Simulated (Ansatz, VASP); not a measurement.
**Cd in VASP and in Ansatz**

```xyz
2
Lattice="2.8819 0.0000 0.0000 -1.4409 2.4958 0.0000 0.0000 0.0000 5.6384" Properties=species:S:1:pos:R:3 pbc="T T T"
Cd    0.0000    1.6638    1.4096
Cd    1.4409    0.8319    4.2288
```

Alike in both runs: task single point; functional LDA; k mesh 10 × 10 × 5; occupations fermi-dirac, width 0.1 eV; no spin polarisation.

```csv
,VASP,Ansatz
version,VASP 6.6.1,Ansatz 0.2.0
potentials or method,"VASP PAW LDA potentials, release 64 (Cd), cutoff 520 eV","plane waves (420 eV) with PAW, scalar-relativistic"
valence electrons in the cell,24,40
```

VASP gave:

```
pressure (GPa)                                                : 0.8
traceless stress, the component that is largest in VASP (GPa) : -2.83
```

**Question.** Which values does Ansatz return?

**Answer.** Pressure (GPa): 0.1; traceless stress, the component that is largest in VASP (GPa): -2.45.

Ansatz warns that its potentials were made for another functional, while VASP's fit it. LDA's correlation is that of Perdew and Zunger in VASP and of Perdew and Wang (1992) in Ansatz. VASP's potentials hold 24 valence electrons a cell and Ansatz's 40, so a difference there can come from the potentials and not from the codes.
